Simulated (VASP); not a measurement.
# HfTa (Cmmm) in VASP: single point with PBE

Aim: the single point of HfTa with PBE.

Everything below comes from runs of VASP 6.6.1. Logs are shortened: lines on timing, memory, paths and dates and some standing lists are left out, and cuts for length are marked.

### 1 The cell of the first run

It takes space group Cmmm (No. 65, orthorhombic). Conventional cell: a = 3.425 Å, b = 4.799 Å, c = 4.848 Å, α = 90.00°, β = 90.00°, γ = 90.00°. Hf (site symmetry mmm) has 6 Hf at 2.95 to 3.43 Å and 8 Ta at 2.97 to 3.41 Å within 3.9 Å. Ta (site symmetry mmm) has 6 Ta at 2.95 to 3.43 Å and 8 Hf at 2.97 to 3.41 Å within 3.9 Å.

### 2 Single point, PBE

The input, INCAR:

```
ALGO = Fast
EDIFF = 1E-6
ENCUT = 520
GGA = PE
ISIF = 2
ISMEAR = 0
LASPH = T
LCHARG = T
LELF = T
LREAL = F
LVHAR = T
LWAVE = F
NBANDS = 18
NELM = 100
PREC = Accurate
SIGMA = 0.15
```

The input, KPOINTS:

```
k-points
0
Gamma
  18 18 10
```

The input, POSCAR:

```
HfTa
1.0
    1.7127470000     -2.3996010000      0.0000000000
    1.7127470000      2.3996010000      0.0000000000
    0.0000000000      0.0000000000      4.8475550000
Hf Ta
1 1
Direct
    0.0000000000      0.0000000000      0.0000000000
    0.5000000000      0.5000000000      0.5000000000
```

Potentials or basis: VASP PAW PBE potentials, release 64 (Hf_pv, Ta_pv).

Run with:

```
$ cat potpaw_PBE.64/Hf_pv/POTCAR potpaw_PBE.64/Ta_pv/POTCAR > POTCAR
$ mpirun -np 1 vasp_std > vasp.out
```

OUTCAR:

```text
EDIFF = 1E-6
   ENCUT = 520
   GGA = PE
   ISIF = 2
   ISMEAR = 0
   LASPH = T
   LREAL = F
   NELM = 100
   PREC = Accurate

 ion  position               nearest neighbor table
   1  0.000  0.000  0.000-   2 2.97   2 2.97   2 2.97   2 2.97   2 3.41   2 3.41   2 3.41   2 3.41

   2  0.500  0.500  0.500-   1 2.97   1 2.97   1 2.97   1 2.97   1 3.41   1 3.41   1 3.41   1 3.41

  LATTYP: Found a base centered orthorhombic cell.
 ALAT       =     3.4254940000
 B/A-ratio  =     1.4010247865
 C/A-ratio  =     1.4151404148

  Lattice vectors:

 A1 = (   1.7127470000,  -2.3996010000,   0.0000000000)
 A2 = (   1.7127470000,   2.3996010000,   0.0000000000)
 A3 = (   0.0000000000,   0.0000000000,   4.8475550000)

Analysis of symmetry for initial positions (statically):
=====================================================================
 Subroutine PRICEL returns:
 Original cell was already a primitive cell.

 Routine SETGRP: Setting up the symmetry group for a
 base centered orthorhombic supercell.

 Subroutine GETGRP returns: Found  8 space group operations
 (whereof  8 operations were pure point group operations)
 out of a pool of  8 trial point group operations.

The static configuration has the point symmetry D_2h.

Analysis of symmetry for dynamics (positions and initial velocities):
=====================================================================
 Subroutine PRICEL returns:
 Original cell was already a primitive cell.

 Routine SETGRP: Setting up the symmetry group for a
 base centered orthorhombic supercell.

 Subroutine GETGRP returns: Found  8 space group operations
 (whereof  8 operations were pure point group operations)
 out of a pool of  8 trial point group operations.

The dynamic configuration has the point symmetry D_2h.

 Subroutine INISYM returns: Found  8 space group operations
 (whereof  8 operations are pure point group operations),
 and found     1 'primitive' translations

----------------------------------------------------------------------------------------

                                     Primitive cell

  volume of cell :      39.8460

  direct lattice vectors                    reciprocal lattice vectors
     1.712747000 -2.399601000  0.000000000     0.291928697 -0.208367975  0.000000000
     1.712747000  2.399601000  0.000000000     0.291928697  0.208367975  0.000000000
     0.000000000  0.000000000  4.847555000     0.000000000  0.000000000  0.206289562

  length of vectors
[... 77 lines left out ...]
   LNONCOLLINEAR =      F non collinear calculations
   LSORBIT =      F    spin-orbit coupling
   LASPH  =      T    aspherical Exc in radial PAW
   ENCUT  =  520.0 eV  38.22 Ry    6.18 a.u.   5.48  5.48  9.01*2*pi/ulx,y,z
   NELM   =    100;   NELMIN=  2; NELMDL= -5     # of ELM steps
   EDIFF  = 0.1E-05   stopping-criterion for ELM
   LREAL  =      F    real-space projection
   EDIFFG = 0.1E-04   stopping-criterion for IOM
   NSW    =      0    number of steps for IOM
   IBRION =     -1    ionic relax: 0-MD 1-quasi-New 2-CG
   NFREE  =      0    steps in history (QN), initial steepest desc. (CG)
   ISIF   =      2    stress and relaxation
   ISYM   =      2    0-nonsym 1-usesym 2-fastsym
   POTIM  = 0.5000    time-step for ionic-motion
   TEBEG  =    0.0;   TEEND  =   0.0 temperature during run
   PSTRESS=    0.0 pullay stress
   NELECT =      21.0000    total number of electrons
   NUPDOWN=      -1.0000    fix difference up-down
   EMIN   =  10.00;   EMAX   =-10.00  energy-range for DOS
   EFERMI =   0.00;   METHOD = LEGACY
   ISMEAR =     0;   SIGMA  =   0.15  broadening in eV -4-tet -1-fermi 0-gaus
   EFERMI_NEDOS =   21; number of points for ismear=-14 and -15
   IALGO  =     68    algorithm
   IMIX   =      4    mixing-type and parameters
     AMIX     =   0.40;   BMIX     =  1.00
     AMIX_MAG =   1.60;   BMIX_MAG =  1.00
  volume/ion in A,a.u.               =      19.92       134.45
  Fermi-wavevector in a.u.,A,eV,Ry     =   1.322370  2.498917 23.791990  1.748662
  Thomas-Fermi vector in A             =   2.452056
   LORBIT       =      0    0 simple, 1 ext, 2 COOP (PROOUT), +10 PAW based schemes
   GGA     = PE    functional components
   LHFCALC =     F    Hartree Fock is set to
   AEXX    =    0.0000 exact exchange contribution
   IVDW    =     0    specifies the selected vdW correction
   LEPSILON=     F    determine dielectric tensor
   LRPA    =     F    only Hartree local field effects (RPA)
 non-spin polarized calculation
 RMM-DIIS sequential band-by-band and
 Gauss-broadening in eV      SIGMA  =   0.15
  energy-cutoff  :      520.00
  volume of cell :       39.85
 maximum number of plane-waves:      1095
 NGX is ok and might be reduce to    24
   NGX = 11   NGY = 11   NGZ = 19

 number of electron      21.0000004 magnetization

 Free energy of the ion-electron system (eV)
  ---------------------------------------------------
  ext. energy  EPLUGINS =         0.00000000
  ---------------------------------------------------
  free energy    TOTEN  =       -21.43708572 eV

  energy without entropy =      -21.39848322  energy(sigma->0) =      -21.41778447

 E-fermi :   5.0358     XC(G=0): -11.9634

 val. band max:        5.0345159251   @ k =  -0.2778   0.1667   0.2000
 cond. band min:       5.0364826705   @ k =   0.3333  -0.0000   0.4000
 fundamental gap:      0.0019667454
 Fermi energy:         5.0357774551

 k-point     1 :       0.0000    0.0000    0.0000
  band No.  band energies     occupation
      1     -28.8949      2.00000
      2     -28.5113      2.00000
      3     -28.3329      2.00000
      4     -24.8268      2.00000
      5     -24.5420      2.00000
      6     -24.4024      2.00000
[... 481 lines left out ...]
      5     -24.8029      2.00000
      6     -24.4903      2.00000
[... 10 lines left out ...]
     17      10.7552      0.00000
     18      14.2086      0.00000

 [... further k-points ...]
[... 5 lines left out ...]
  --------------------------------------------------------------------------------------
  -------------------------------------------------------------------------------------
  Total        0.0655621      0.1251629      0.0992494     -0.0000000      0.0000000      0.0000000
  in kB        2.6361992      5.0327022      3.9907415     -0.0000000      0.0000000      0.0000000
  external PRESSURE =       3.8865476 kB  Pullay stress =       0.0000000 kB

 VOLUME and BASIS-vectors are now :
 -----------------------------------------------------------------------------
  energy-cutoff  :      520.00
  volume of cell :       39.85
      direct lattice vectors                 reciprocal lattice vectors
     1.712747000 -2.399601000  0.000000000     0.291928697 -0.208367975  0.000000000
     1.712747000  2.399601000  0.000000000     0.291928697  0.208367975  0.000000000
     0.000000000  0.000000000  4.847555000     0.000000000  0.000000000  0.206289562

 POSITION                                       TOTAL-FORCE (eV/Angst)
 -----------------------------------------------------------------------------------
      0.00000      0.00000      0.00000         0.000000      0.000000      0.000000
      1.71275      0.00000      2.42378         0.000000      0.000000      0.000000
 -----------------------------------------------------------------------------------
    total drift:                                0.000000      0.000000     -0.000000

  FREE ENERGIE OF THE ION-ELECTRON SYSTEM (eV)
  ---------------------------------------------------
  free  energy   TOTEN  =       -21.4370857209 eV

  energy  without entropy=      -21.3984832248  energy(sigma->0) =      -21.41778447
```

stdout:

```text
POSCAR found type information on POSCAR HfTa
 POSCAR found :  2 types and       2 ions
 scaLAPACK will be used
 LDA part: xc-table for (Slater+PW92), standard interpolation
 POSCAR, INCAR and KPOINTS ok, starting setup
 FFT: planning ... GRIDC
 FFT: planning ... GRID_SOFT
 FFT: planning ... GRID
 WAVECAR not read
 entering main loop
```

It took 3.2 min on 1 thread of Intel Xeon Platinum 8559C (Emerald Rapids), shared host; peak memory 0.49 GiB.

Results:

```
Free energy            : -21.4371 eV
Pressure               : 0.4 GPa
Band gap on the k mesh : zero (an odd number of electrons rules out a gap without spin polarisation)
```

Stress tensor (GPa, compression positive):
```
0.26 0.00 0.00
0.00 0.50 0.00
0.00 0.00 0.40
```

Caveat: spin-orbit coupling is left out, which moves the levels of the heavy elements.
